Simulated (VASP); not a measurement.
# CdF2: single point with r2SCAN

CdF2:

```xyz
3
Lattice="0.0000 2.6940 2.6940 2.6940 0.0000 2.6940 2.6940 2.6940 0.0000" Properties=species:S:1:pos:R:3 pbc="T T T"
Cd    0.0000    0.0000    0.0000
F     1.3470    1.3470    1.3470
F     4.0410    4.0410    4.0410
```

```
Program             : VASP 6.6.1
Task                : single point
Functional          : r2SCAN
Potentials or basis : VASP PAW PBE potentials, release 64 (Cd_sv_GW, F)
Cutoff              : 770 eV
k mesh              : 8 × 8 × 8
Occupations         : gaussian, width 0.02 eV
Spin                : no spin polarisation
```

```json
{"Pressure": "-0.4 GPa", "Band gap on the k mesh": "3.79 eV (least direct gap 4.31 eV)"}
```

Levels at points of the mesh, in eV from the valence-band top:
```csv
k point,band 15,band 16,band 17,band 18,band 19,band 20
"(0.00, 0.00, 0.00)",-0.52,-0.52,-0.52,3.79,13.61,13.61
"(0.50, 0.00, 0.00)",-1.85,-0.41,-0.41,8.02,9.70,15.61
"(0.50, 0.50, 0.00)",-0.52,-0.09,-0.09,8.91,10.58,12.21
```

It took 3 min on 1 thread of Intel(R) Xeon(R) Platinum 8375C CPU @ 2.90GHz (Ice Lake), on a shared host, peak memory 0.26 GiB.

Caveat: the PAW data sets were made with another functional, which shifts forces and pressure a little. A k mesh can miss the band edges.
